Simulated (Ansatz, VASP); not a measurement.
One calculation of TiC, two programs

INCAR

```
SYSTEM = TiC
ALGO = Normal
EDIFF = 1E-6
ENCUT = 520
GGA = PS
ISIF = 2
ISMEAR = -1
LASPH = .True.
LCHARG = .True.
LELF = .True.
LREAL = .False.
LVHAR = .True.
LWAVE = .False.
NBANDS = 15
NELM = 100
PREC = Accurate
SIGMA = 0.03
```

The input KPOINTS:

```
k-points
0
Gamma
  16 16 16
  0 0 0
```

Contents of POSCAR:

```
TiC
1.0
    0.0000000000      2.1494760724      2.1494760724
    2.1494760724      0.0000000000      2.1494760724
    2.1494760724      2.1494760724      0.0000000000
Ti C
1 1
Direct
    0.0000000000      0.0000000000      0.0000000000
    0.5000000000      0.5000000000      0.5000000000
```

Input for Ansatz:

```yaml
crystal:
  lattice:
    - [0.0, 2.1494760724, 2.1494760724]
    - [2.1494760724, 0.0, 2.1494760724]
    - [2.1494760724, 2.1494760724, 0.0]
  atoms:
    - { symbol: Ti, position: [0.0, 0.0, 0.0] }
    - { symbol: C, position: [0.5, 0.5, 0.5] }
kpoints:
  mp_grid: { grid: [16, 16, 16] }
  band_path:
    path:
      - [0.0, 0.0, 0.0]
      - [0.5, 0.0, 0.5]
      - [0.625, 0.25, 0.625]
      - [0.375, 0.375, 0.75]
      - [0.0, 0.0, 0.0]
      - [0.5, 0.5, 0.5]
      - [0.5, 0.25, 0.75]
      - [0.5, 0.0, 0.5]
    npoints: 5
scf:
  occupations: { method: fermi_dirac, width: 0.03 }
hamiltonian:
  xc: pbesol
  pseudopotentials: { kind: all_electron, lapw: { basis_error: 0.001 } }
output:
  forces: true
  stress: true
  eigenvalues: true
```

Change from the starting cell: volume scaled by 0.98.

Alike in both runs: task single point; functional PBEsol; k mesh 16 × 16 × 16; occupations fermi-dirac, width 0.03 eV; no spin polarisation.

|  | VASP | Ansatz |
| --- | --- | --- |
| version | VASP 6.6.1 | Ansatz 0.2.0 |
| potentials or method | VASP PAW PBE potentials, release 64 (Ti_sv, C), cutoff 520 eV | all-electron LAPW, scalar-relativistic |

|  | VASP | Ansatz | Ansatz less VASP |
| --- | --- | --- | --- |
| pressure (GPa) | -0.8 | -1.1 | -0.30 |

VASP's potentials were made for PBE, not for PBEsol. Ansatz ran all-electron here, and VASP with PAW potentials.
